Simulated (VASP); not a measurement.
Here is a VASP 6.6.1 calculation.

File POSCAR:

```
CdS
1.0
    4.1645756208      0.0000000000      0.0000000000
   -2.0822878104      3.6066282836      0.0000000000
    0.0000000000      0.0000000000      6.7680332617
Cd S
2 2
Direct
    0.6666666667      0.3333333333      0.5000729604
    0.3333333333      0.6666666667      0.0000729604
    0.6666666667      0.3333333333      0.8769270396
    0.3333333333      0.6666666667      0.3769270396
```

Contents of INCAR.step1:

```
SYSTEM = CdS
ALGO = Normal
EDIFF = 1E-4
ENCUT = 520
GGA = PE
ISMEAR = 0
LASPH = .TRUE.
LCHARG = .FALSE.
LREAL = .FALSE.
LWAVE = .TRUE.
NBANDS = 26
NELM = 100
PREC = Accurate
SIGMA = 0.02
```

INCAR.step2

```
SYSTEM = CdS
ALGO = Normal
EDIFF = 1E-7
ENCUT = 520
ISIF = 2
ISMEAR = 0
ISTART = 1
LASPH = .TRUE.
LCHARG = .FALSE.
LMIXTAU = .TRUE.
LREAL = .FALSE.
LWAVE = .FALSE.
METAGGA = R2SCAN
NBANDS = 26
NELM = 100
PREC = Accurate
SIGMA = 0.02
```

KPOINTS

```
k-points
0
G
  9 9 4
  0 0 0
```

Potentials or basis: VASP PAW PBE potentials, release 64 (Cd, S).

Command:

```sh
$ cat potpaw_PBE.64/Cd/POTCAR potpaw_PBE.64/S/POTCAR > POTCAR
$ cp INCAR.step1 INCAR
$ mpirun -np 1 vasp_std > vasp.out
$ cp INCAR.step2 INCAR
$ mpirun -np 1 vasp_std > vasp.out
```

Problem. Estimate the band gap on the k mesh.

Solution. 1.63 eV.

Problem. Predict the pressure.

Solution. 0.3 GPa.

Caveat: the PAW data sets were made with another functional, which shifts forces and pressure a little.
